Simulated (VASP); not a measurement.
Write the native input for VASP 6.6.1 that does the following.

| Quantity | Value |
| --- | --- |
| Task | single point |
| Functional | PBEsol |
| Potentials or basis | VASP PAW PBE potentials, release 64 (Mo_sv, S) |
| Cutoff | 520 eV |
| k mesh | 12 × 12 × 4 |
| Occupations | methfessel-paxton, width 0.2 eV |
| Spin | no spin polarisation |
| Dipole correction | no |
| Further INCAR settings | ALGO = Normal; EDIFF = 1e-06; NBANDS = 35 |

The structure of MoS2 lies in POSCAR:

```
MoS2
1.0
    3.1887237688      0.0000000000      0.0000000000
   -1.5943618844      2.7615157894      0.0000000000
    0.0000000000      0.0000000000     11.0301143888
Mo S
2 4
Direct
    0.3333333333      0.6666666667      0.2500000000
    0.6666666667      0.3333333333      0.7500000000
    0.3333333333      0.6666666667      0.6259932117
    0.6666666667      0.3333333333      0.1259932117
    0.3333333333      0.6666666667      0.8740067883
    0.6666666667      0.3333333333      0.3740067883
```

This cell differs from its parent crystal: volume 16.188 Å^3 an atom, c/a of the conventional cell 3.4591.

These files were run (other wordings do the same):

INCAR

```
PREC = Accurate
ENCUT = 520
EDIFF = 1E-6
ISMEAR = 1
SIGMA = 0.2
LREAL = False
LASPH = True
NELM = 60
ALGO = Normal
ISIF = 2
LWAVE = False
LCHARG = True
GGA = PS
LELF = True
LVHAR = True
NBANDS = 35
```

KPOINTS

```
Automatic mesh
0
Gamma
  12 12 4
```

Potentials or basis: VASP PAW PBE potentials, release 64 (Mo_sv, S).

The run is started by

```console
$ cat potpaw_PBE.64/Mo_sv/POTCAR potpaw_PBE.64/S/POTCAR > POTCAR
$ mpirun -np 1 vasp_std > vasp.out
```

Results of the run:

| Item | Value |
| --- | --- |
| Pressure | 21.0 GPa |
| Largest force | 3.835 eV/Å |
| Band gap on the k mesh | zero (band 26 reaches 9.73 eV, above the bottom of band 27 at 8.91 eV) |

Caveat: the PAW data sets were made with another functional, which shifts forces and pressure a little.

Wall time 2.5 min on 1 thread of Intel(R) Xeon(R) Platinum 8488C (Sapphire Rapids) (shared host), peak memory 0.29 GiB.
